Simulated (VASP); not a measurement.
# Si2C3 (I4/mmm) in VASP: notebook

The runs below take Si2C3 through single point, with PBE.

Everything below comes from runs of VASP 6.6.1. Logs are shortened: lines on timing, memory, paths and dates and some standing lists are left out, and cuts for length are marked.

### Step 1. The cell of the first run

It takes space group I4/mmm (No. 139, tetragonal). The conventional cell has a = 3.955 Å, b = 3.955 Å, c = 5.462 Å, α = 90.00°, β = 90.00°, γ = 90.00°. Si (site symmetry mmm) has 10 C at 1.98 to 2.55 Å within 2.6 Å. C (site symmetry 4/mmm) has 2 C at 1.61 Å and 4 Si at 1.98 Å within 2.1 Å. Within 2.1 Å of C (site symmetry 4mm) lie 1 C at 1.61 Å.

The cell was generated, and may not be a known phase.

### Step 2. Single point, PBE

The input, INCAR:

```
PREC = Accurate
ENCUT = 520
EDIFF = 1E-6
ISMEAR = 0
SIGMA = 0.1
LREAL = F
LASPH = T
NELM = 80
ALGO = Normal
ISIF = 2
LWAVE = F
LCHARG = F
GGA = PE
NBANDS = 18
```

The input, KPOINTS:

```
regular mesh
0
Gamma
  6 6 6
```

The input, POSCAR:

```
Si2C3
1.0
   -1.9772797375      1.9772797375      2.7311753892
    1.9772797375     -1.9772797375      2.7311753892
    1.9772797375      1.9772797375     -2.7311753892
Si C
2 3
Direct
    0.5000000000      0.0000000000      0.5000000000
    0.0000000000      0.5000000000      0.5000000000
    0.5000000000      0.5000000000      0.0000000000
    0.7952189654      0.7952189654      0.0000000000
    0.2047810346      0.2047810346      0.0000000000
```

Potentials or basis: VASP PAW PBE potentials, release 64 (Si, C).

On the command line:

```bash
$ cat potpaw_PBE.64/Si/POTCAR potpaw_PBE.64/C/POTCAR > POTCAR
$ mpirun -np 1 vasp_std > vasp.out
```

OUTCAR:

```text
PREC = Accurate
   ENCUT = 520
   EDIFF = 1E-6
   ISMEAR = 0
   LREAL = F
   LASPH = T
   NELM = 80
   ISIF = 2
   GGA = PE

 ion  position               nearest neighbor table
   1  0.500  0.000  0.500-   3 1.98   3 1.98   4 2.27   5 2.27   5 2.27   4 2.27   4 2.55   5 2.55
                             5 2.55   4 2.55   2 2.73   2 2.73   2 2.80   2 2.80   2 2.80   2 2.80
   2  0.000  0.500  0.500-   3 1.98   3 1.98   4 2.27   5 2.27   4 2.27   5 2.27   4 2.55   5 2.55
                             4 2.55   5 2.55   1 2.73   1 2.73   1 2.80   1 2.80   1 2.80   1 2.80
   3  0.500  0.500  0.000-   4 1.61   5 1.61   1 1.98   2 1.98   1 1.98   2 1.98
   4  0.795  0.795  0.000-   3 1.61   2 2.27   1 2.27   1 2.27   2 2.27   2 2.55   1 2.55   1 2.55
                             2 2.55
   5  0.205  0.205  0.000-   3 1.61   2 2.27   1 2.27   2 2.27   1 2.27   1 2.55   2 2.55   1 2.55
                             2 2.55

  LATTYP: Found a body centered tetragonal cell.
 ALAT       =     3.9545594750
 C/A-ratio  =     1.3812792077

  Lattice vectors:

 A1 = (  -1.9772797375,   1.9772797375,   2.7311753892)
 A2 = (   1.9772797375,  -1.9772797375,   2.7311753892)
 A3 = (   1.9772797375,   1.9772797375,  -2.7311753892)

Analysis of symmetry for initial positions (statically):
=====================================================================
 Subroutine PRICEL returns:
 Original cell was already a primitive cell.

 Routine SETGRP: Setting up the symmetry group for a
 body centered tetragonal supercell.

 Subroutine GETGRP returns: Found 16 space group operations
 (whereof 16 operations were pure point group operations)
 out of a pool of 16 trial point group operations.

The static configuration has the point symmetry D_4h.

Analysis of symmetry for dynamics (positions and initial velocities):
=====================================================================
 Subroutine PRICEL returns:
 Original cell was already a primitive cell.

 Routine SETGRP: Setting up the symmetry group for a
 body centered tetragonal supercell.

 Subroutine GETGRP returns: Found 16 space group operations
 (whereof 16 operations were pure point group operations)
 out of a pool of 16 trial point group operations.

The dynamic configuration has the point symmetry D_4h.

 Subroutine INISYM returns: Found 16 space group operations
 (whereof 16 operations are pure point group operations),
 and found     1 'primitive' translations

----------------------------------------------------------------------------------------

[... 103 lines left out ...]
   NFREE  =      0    steps in history (QN), initial steepest desc. (CG)
   ISIF   =      2    stress and relaxation
   ISYM   =      2    0-nonsym 1-usesym 2-fastsym
   POTIM  = 0.5000    time-step for ionic-motion
   TEBEG  =    0.0;   TEEND  =   0.0 temperature during run
   PSTRESS=    0.0 pullay stress
   NELECT =      20.0000    total number of electrons
   NUPDOWN=      -1.0000    fix difference up-down
   EMIN   =  10.00;   EMAX   =-10.00  energy-range for DOS
   EFERMI =   0.00;   METHOD = LEGACY
   ISMEAR =     0;   SIGMA  =   0.10  broadening in eV -4-tet -1-fermi 0-gaus
   EFERMI_NEDOS =   21; number of points for ismear=-14 and -15
   IALGO  =     38    algorithm
   IMIX   =      4    mixing-type and parameters
     AMIX     =   0.40;   BMIX     =  1.00
     AMIX_MAG =   1.60;   BMIX_MAG =  1.00
  volume/ion in A,a.u.               =       8.54        57.65
  Fermi-wavevector in a.u.,A,eV,Ry     =   1.271265  2.402343 21.988589  1.616116
  Thomas-Fermi vector in A             =   2.404208
   LORBIT       =      0    0 simple, 1 ext, 2 COOP (PROOUT), +10 PAW based schemes
   GGA     = PE    functional components
   LHFCALC =     F    Hartree Fock is set to
   AEXX    =    0.0000 exact exchange contribution
   IVDW    =     0    specifies the selected vdW correction
   LEPSILON=     F    determine dielectric tensor
   LRPA    =     F    only Hartree local field effects (RPA)
 non-spin polarized calculation
 Gauss-broadening in eV      SIGMA  =   0.10
  energy-cutoff  :      520.00
  volume of cell :       42.71
 maximum number of plane-waves:      1170
 NGX is ok and might be reduce to    30
   NGX = 15   NGY = 15   NGZ = 15

 number of electron      20.0000000 magnetization

 Free energy of the ion-electron system (eV)
  ---------------------------------------------------
  ext. energy  EPLUGINS =         0.00000000
  ---------------------------------------------------
  free energy    TOTEN  =       -30.26157773 eV

  energy without entropy =      -30.25116154  energy(sigma->0) =      -30.25636963

 E-fermi :  11.0246     XC(G=0): -12.4615

 val. band max:       11.0177896987   @ k =   0.5000   0.1667   0.0000
 cond. band min:      11.1022873894   @ k =   0.5000   0.5000   0.0000
 fundamental gap:      0.0844976907
 Fermi energy:        11.0245890628

 k-point     1 :       0.0000    0.0000    0.0000
  band No.  band energies     occupation
      1      -7.7480      2.00000
      2       0.3791      2.00000
      3       1.5681      2.00000
      4       4.5358      2.00000
      5       4.5358      2.00000
      6       6.9511      2.00000
[... 481 lines left out ...]
      5       2.8309      2.00000
      6       5.1881      2.00000
[... 10 lines left out ...]
     17      18.4890      0.00000
     18      19.6882      0.00000

 [... further k-points ...]

------------------------ aborting loop because EDIFF is reached ----------------------------------------

  FORCE on cell =-STRESS in cart. coord.  units (eV):
  Direction    XX          YY          ZZ          XY          YZ          ZX
  --------------------------------------------------------------------------------------
  -------------------------------------------------------------------------------------
  Total        0.0235258      0.0235258      0.0814347      0.0000000      0.0000000      0.0000000
  in kB        0.8824891      0.8824891      3.0547403      0.0000000      0.0000000      0.0000000
  external PRESSURE =       1.6065728 kB  Pullay stress =       0.0000000 kB

 VOLUME and BASIS-vectors are now :
 -----------------------------------------------------------------------------
  energy-cutoff  :      520.00
  volume of cell :       42.71
      direct lattice vectors                 reciprocal lattice vectors
    -1.977279737  1.977279737  2.731175389     0.000000000  0.252872667  0.183071363
     1.977279737 -1.977279737  2.731175389     0.252872667  0.000000000  0.183071363
     1.977279737  1.977279737 -2.731175389     0.252872667  0.252872667  0.000000000

 POSITION                                       TOTAL-FORCE (eV/Angst)
 -----------------------------------------------------------------------------------
      0.00000      1.97728      0.00000         0.000000      0.000000      0.000000
      1.97728      0.00000      0.00000         0.000000      0.000000      0.000000
      0.00000      0.00000      2.73118         0.000000      0.000000      0.000000
      0.00000      0.00000      4.34376         0.000000      0.000000      0.016745
      0.00000      0.00000      1.11859        -0.000000     -0.000000     -0.016745
 -----------------------------------------------------------------------------------
    total drift:                                0.000000     -0.000000      0.000000

  FREE ENERGIE OF THE ION-ELECTRON SYSTEM (eV)
  ---------------------------------------------------
  free  energy   TOTEN  =       -30.2615777273 eV

  energy  without entropy=      -30.2511615420  energy(sigma->0) =      -30.25636963
```

It took 22 s on 1 thread of Intel Xeon Platinum 8259CL at 2.50GHz (Skylake/Cascade Lake), shared host; peak memory 0.16 GiB.

Results:

| Property | Result |
| --- | --- |
| Free energy | -30.2616 eV |
| Pressure | 0.2 GPa |
| Largest force | 0.017 eV/Å |
| Band gap on the k mesh | zero (bands 10 and 11 overlap by 2.67 eV) |

Forces on the atoms (eV/Å):
```
Si   0.000  0.000  0.000
Si   0.000  0.000  0.000
C    0.000  0.000  0.000
C    0.000  0.000  0.017
C    0.000  0.000 -0.017
```

### Step 3. Single point, PBE

This run uses another cell than the first one, of 16.66 Å³/atom.

The input, INCAR:

```
  PREC = Accurate
  ENCUT = 520
  EDIFF = 1E-6
  ISMEAR = 0
  SIGMA = 0.1
  LREAL = False
  LASPH = True
  NELM = 100
  ALGO = Normal
  ISIF = 2
  LWAVE = False
  LCHARG = False
  GGA = PE
  NBANDS = 18
```

The input, KPOINTS:

```
Automatic mesh
0
Gamma
  6 6 6
```

The input, POSCAR:

```
Si2C3
1.0
   -2.4377424200      2.4377424200      3.5041069500
    2.4377424200     -2.4377424200      3.5041069500
    2.4377424200      2.4377424200     -3.5041069500
Si C
2 3
Direct
    0.5000000000      0.0000000000      0.5000000000
    0.0000000000      0.5000000000      0.5000000000
    0.5000000000      0.5000000000      0.0000000000
    0.7752449800      0.7752449800      0.0000000000
    0.2247550200      0.2247550200      0.0000000000
```

Potentials or basis: VASP PAW PBE potentials, release 64 (Si, C).

On the command line:

```bash
$ cat potpaw_PBE.64/Si/POTCAR potpaw_PBE.64/C/POTCAR > POTCAR
$ mpirun -np 1 vasp_std > vasp.out
```

Wall time 44 s (1 thread of Intel Xeon Platinum 8259CL at 2.50GHz (Skylake/Cascade Lake), shared host); peak memory 0.23 GiB.

Results (log left out):

* Free energy: -23.8700 eV
* Pressure: -27.1 GPa
* Largest force: 2.092 eV/Å
* Band gap on the k mesh: zero (bands 10 and 11 overlap by 1.63 eV)

Forces in eV/Å, atoms in the order of the input:
```
Si   0.000  0.000  0.000
Si   0.000  0.000  0.000
C    0.000  0.000  0.000
C    0.000  0.000 -2.092
C    0.000  0.000  2.092
```

Stress tensor (GPa, compression positive):
```
-20.43   0.00   0.00
  0.00 -20.43   0.00
  0.00   0.00 -40.30
```

Levels at points of the mesh, in eV from the Fermi level:
```
           k point  band 8  band 9  band 10  band 11  band 12  band 13
(0.00, 0.00, 0.00)   -2.75   -1.30    -1.30    -0.79    -0.79    -0.15
(0.50, 0.00, 0.00)   -1.90   -0.46    -0.03     0.58     0.88     2.27
(0.50, 0.50, 0.00)   -0.74   -0.63     0.82     0.97     1.13     2.91
(0.50, 0.50, 0.50)   -1.95    0.27     0.27     0.54     0.60     0.60
```

Caveat: the stress differs along the axes, from -40 to -20 GPa; forces of over 1 eV/Å act on the atoms, so gaps and moduli don't describe the material at rest.

The gap in the log of VASP goes by the Fermi energy; the results here count the filled bands.